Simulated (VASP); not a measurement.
A run of VASP 6.6.1 is set up as follows.

INCAR

```
PREC     = Accurate       # precision mode
ENCUT    = 500            # plane-wave cutoff, eV
EDIFF    = 1E-7           # SCF threshold, eV
ISMEAR   = 0              # smearing method
SIGMA    = 0.1            # smearing width, eV
LREAL    = False          # projectors in reciprocal space
LASPH    = True           # aspherical terms in the spheres
NELM     = 120            # most SCF steps
ALGO     = Normal         # electronic algorithm
ISIF     = 3              # what is computed and relaxed
LWAVE    = False          # write WAVECAR
LCHARG   = False          # write CHGCAR
GGA      = CA             # functional
IBRION   = 2              # ionic algorithm
NSW      = 100            # ionic steps
EDIFFG   = -0.002         # ionic threshold
GGA_COMPAT= False        
NELMIN   = 4
```

File KPOINTS:

```
regular mesh
0
Gamma
  12 12 12
```

Contents of POSCAR:

```
InSb
1.0
    0.0000000000      3.3166107100      3.3166107100
    3.3166107100      0.0000000000      3.3166107100
    3.3166107100      3.3166107100      0.0000000000
In Sb
1 1
Direct
    0.0000000000      0.0000000000      0.0000000000
    0.7500000000      0.7500000000      0.7500000000
```

Potentials or basis: VASP PAW LDA potentials, release 64 (In_d, Sb).

Command:

```bash
$ cat potpaw_LDA.64/In_d/POTCAR potpaw_LDA.64/Sb/POTCAR > POTCAR
$ mpirun -np 1 vasp_std > vasp.out
```

**Question.** Estimate the band gap on the k mesh.

**Answer.** Zero (filled and empty bands touch).

**Question.** Estimate the relaxed cell.

**Answer.** a = 4.564 Å, b = 4.564 Å, c = 4.564 Å, α = 60.00°, β = 60.00°, γ = 60.00°.

**Question.** Estimate the space group after relaxing (to 0.05 Å).

**Answer.** F-43m (No. 216).

**Question.** What does it give for the relaxed volume?

**Answer.** 33.60 Å³/atom.

The path:
```
step  energy change (eV)  largest force (eV/Å)  pressure (GPa)  volume (Å³)
   1              0.0000                0.0000           -3.15        72.96
   2             -0.0558                0.0000            1.16        65.66
   3             -0.0612                0.0000           -0.01        67.20
```

Caveat: spin-orbit coupling is left out, which moves the levels of the heavy elements.
